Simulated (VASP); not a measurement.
Wanted: the native input for a VASP 6.6.1 run.

```
Task                   : relaxation of volume and atoms at fixed shape
Functional             : PBEsol
Potentials or basis    : VASP PAW PBE potentials, release 64 (Ga_d, Al, N)
Cutoff                 : 700 eV
k mesh                 : 1 × 1 × 1, shifted
Occupations            : fermi-dirac, width 0.05 eV
Spin                   : no spin polarisation
Dipole correction      : no
Further INCAR settings : LREAL = Auto; ALGO = Normal; EDIFF = 1e-07; ISYM = -1; IBRION = 2; EDIFFG = -0.03; NSW = 100; ISIF = 8
```

The structure of Al5Ga3N8 lies in POSCAR:

```
Al5Ga3N8
1.0
    8.8469470000      0.0000000000      0.0000000000
    0.0000000000      8.8469470000      0.0000000000
    0.0000000000      0.0000000000      8.8469470000
Ga Al N
12 20 32
Direct
    0.0023260000      0.0017460000      0.9942800000
    0.9942000000      0.9997630000      0.5017380000
    0.9959740000      0.4968750000      0.0012500000
    0.0020240000      0.5043780000      0.4966530000
    0.2541210000      0.2501670000      0.9975730000
    0.2507330000      0.2503890000      0.5037230000
    0.2485070000      0.4959830000      0.2573910000
    0.2486200000      0.4979680000      0.7503480000
    0.7478270000      0.9986260000      0.7519140000
    0.0010200000      0.2461760000      0.7479010000
    0.5015520000      0.2506030000      0.7539150000
    0.4984950000      0.7460320000      0.2494170000
    0.4965950000      0.0013540000      0.0054060000
    0.4996230000      0.0024880000      0.4988960000
    0.4974990000      0.4990710000      0.9997170000
    0.4970970000      0.4998000000      0.4985630000
    0.2489390000      0.7496750000      0.9960450000
    0.2511720000      0.7530950000      0.4994000000
    0.7530330000      0.2504060000      0.0005970000
    0.7496950000      0.2497880000      0.5025690000
    0.7507370000      0.7456170000      0.0031760000
    0.7536830000      0.7478420000      0.4994010000
    0.2502250000      0.9975800000      0.2494440000
    0.2515890000      0.9969900000      0.7463330000
    0.7488440000      0.9981720000      0.2517870000
    0.7515470000      0.4998920000      0.2490480000
    0.7494610000      0.4952280000      0.7487690000
    0.0009970000      0.2479060000      0.2462960000
    0.9994570000      0.7516510000      0.2516100000
    0.9992970000      0.7515460000      0.7474040000
    0.5008140000      0.2472630000      0.2472440000
    0.5005090000      0.7514030000      0.7497230000
    0.1256770000      0.1250090000      0.1245660000
    0.1267170000      0.1235980000      0.6237750000
    0.1279240000      0.6211730000      0.1223240000
    0.1302230000      0.6224120000      0.6268700000
    0.6262070000      0.1266310000      0.1296010000
    0.6266040000      0.1247120000      0.6257710000
    0.6251260000      0.6261730000      0.1229810000
    0.6235550000      0.6209620000      0.6227780000
    0.3717290000      0.3749900000      0.1237270000
    0.3733290000      0.3709460000      0.6271170000
    0.3709980000      0.8712970000      0.1245040000
    0.3785140000      0.8773150000      0.6228940000
    0.8730190000      0.3744180000      0.1286090000
    0.8751110000      0.3721080000      0.6237260000
    0.8734350000      0.8757950000      0.1281160000
    0.8751110000      0.8755130000      0.6278440000
    0.3755490000      0.1260810000      0.3765760000
    0.3774490000      0.1262350000      0.8734140000
    0.3741240000      0.6227130000      0.3748020000
    0.3715250000      0.6270610000      0.8781560000
    0.8730230000      0.1233530000      0.3712180000
    0.8776050000      0.1270460000      0.8739230000
    0.8730290000      0.6243650000      0.3786450000
    0.8732220000      0.6250620000      0.8777230000
    0.1226730000      0.3775230000      0.3748030000
    0.1235110000      0.3766010000      0.8767770000
    0.1264900000      0.8745310000      0.3732870000
    0.1257490000      0.8737350000      0.8798920000
    0.6265240000      0.3751540000      0.3722650000
    0.6249860000      0.3742940000      0.8764750000
    0.6239970000      0.8759400000      0.3782870000
    0.6209580000      0.8723110000      0.8761200000
```

These files were run (other wordings do the same):

INCAR

```
ALGO = Normal
EDIFF = 1E-7
EDIFFG = -0.03
ENCUT = 700
GGA = PS
GGA_COMPAT = False
IBRION = 2
ISIF = 8
ISMEAR = -1
ISYM = -1
LASPH = True
LCHARG = False
LREAL = Auto
LWAVE = False
NELM = 120
NELMIN = 4
NSW = 100
PREC = Accurate
SIGMA = 0.05
```

KPOINTS

```
explicit points
1
Reciprocal
  0.25000000   0.25000000   0.25000000 1
```

Potentials or basis: VASP PAW PBE potentials, release 64 (Ga_d, Al, N).

Launch:

```console
$ cat potpaw_PBE.64/Ga_d/POTCAR potpaw_PBE.64/Al/POTCAR potpaw_PBE.64/N/POTCAR > POTCAR
$ mpirun -np 1 vasp_std > vasp.out
```

Results of the run:

The relaxed volume is 10.80 Å³/atom, the relaxed cell is a = 8.843 Å, b = 8.843 Å, c = 8.843 Å, α = 90.00°, β = 90.00°, γ = 90.00° and the space group after relaxing (to 0.1 Å) is P1 (No. 1). The energy gained by relaxing is 24.2 meV/atom and the ionic steps are 13. The pressure after relaxing is -0.1 GPa and the largest force after relaxing is 0.029 eV/Å. The band gap on the k mesh is 4.09 eV.

Caveat: the PAW data sets were made with another functional, which shifts forces and pressure a little; a shifted mesh leaves out Γ, where band edges can lie.

Wall time 57 min on 1 thread of AMD EPYC 9R45 96-Core Processor (Zen 5), with other jobs on the host, peak memory 1.2 GiB.
